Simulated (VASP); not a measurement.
A run of VASP 6.6.1:

Contents of INCAR:

```
SYSTEM = MgO
PREC = Accurate
ENCUT = 520
EDIFF = 1E-6
ISMEAR = 0
SIGMA = 0.05
LREAL = .False.
LASPH = .True.
NELM = 100
ALGO = Normal
ISIF = 2
LWAVE = .False.
LCHARG = .False.
GGA = PS
NBANDS = 16
```

File KPOINTS:

```
regular mesh
0
Gamma
  9 9 6
  0 0 0
```

POSCAR

```
MgO
1.0
    3.3034677759      0.0000000000      0.0000000000
   -1.6517338880      2.8608870145      0.0000000000
    0.0000000000      0.0000000000      5.0193881071
Mg O
2 2
Direct
    0.2926627901      0.6289161370      0.0036583441
    0.7073372099      0.3710838630      0.5036583441
    0.3710634689      0.7016879004      0.4009416559
    0.6289365311      0.2983120996      0.9009416559
```

Potentials or basis: VASP PAW PBE potentials, release 64 (Mg, O).

The run is started by

```bash
$ cat potpaw_PBE.64/Mg/POTCAR potpaw_PBE.64/O/POTCAR > POTCAR
$ mpirun -np 1 vasp_std > vasp.out
```

Hardware: 1 thread of Intel(R) Xeon(R) Platinum 8488C (Sapphire Rapids), on a shared host.

Estimate the wall time of this run.

Run time: 2.3 min on 1 thread of Intel(R) Xeon(R) Platinum 8488C (Sapphire Rapids), with other jobs on the host, peak memory 0.25 GiB. Counts: scf iterations 12, k points 164.
